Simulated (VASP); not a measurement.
Here is a VASP 6.6.1 calculation.

Contents of INCAR:

```
SYSTEM = CuI
PREC     = Accurate       ! precision mode
ENCUT    = 520            ! plane-wave cutoff, eV
EDIFF    = 1E-6           ! SCF threshold, eV
ISMEAR   = -1             ! smearing method
SIGMA    = 0.05           ! smearing width, eV
LREAL    = .False.        ! projectors in reciprocal space
LASPH    = .True.         ! aspherical terms in the spheres
NELM     = 100            ! most SCF steps
ALGO     = Normal         ! electronic algorithm
ISIF     = 2              ! what is computed and relaxed
LWAVE    = .False.        ! write WAVECAR
LCHARG   = .False.        ! write CHGCAR
GGA      = RE             ! functional
NBANDS   = 16             ! bands
```

Contents of KPOINTS:

```
Automatic mesh
0
Gamma
  8 8 8
  0 0 0
```

Contents of POSCAR:

```
CuI
1.0
    0.0000000000      3.0803513149      3.0803513149
    3.0803513149      0.0000000000      3.0803513149
    3.0803513149      3.0803513149      0.0000000000
I Cu
1 1
Direct
    0.0000000000      0.0000000000      0.0000000000
    0.7500000000      0.7500000000      0.7500000000
```

Potentials or basis: VASP PAW PBE potentials, release 64 (I, Cu).

Run with:

```sh
$ cat potpaw_PBE.64/I/POTCAR potpaw_PBE.64/Cu/POTCAR > POTCAR
$ mpirun -np 1 vasp_std > vasp.out
```

What does it give for the band gap on the k mesh?

1.12 eV, direct.

Estimate the pressure.

0.0 GPa.

Caveat: the PAW data sets were made with another functional, which shifts forces and pressure a little; spin-orbit coupling is left out, which moves the levels of the heavy elements. As with any semilocal functional, this revPBE gap is likely too small.
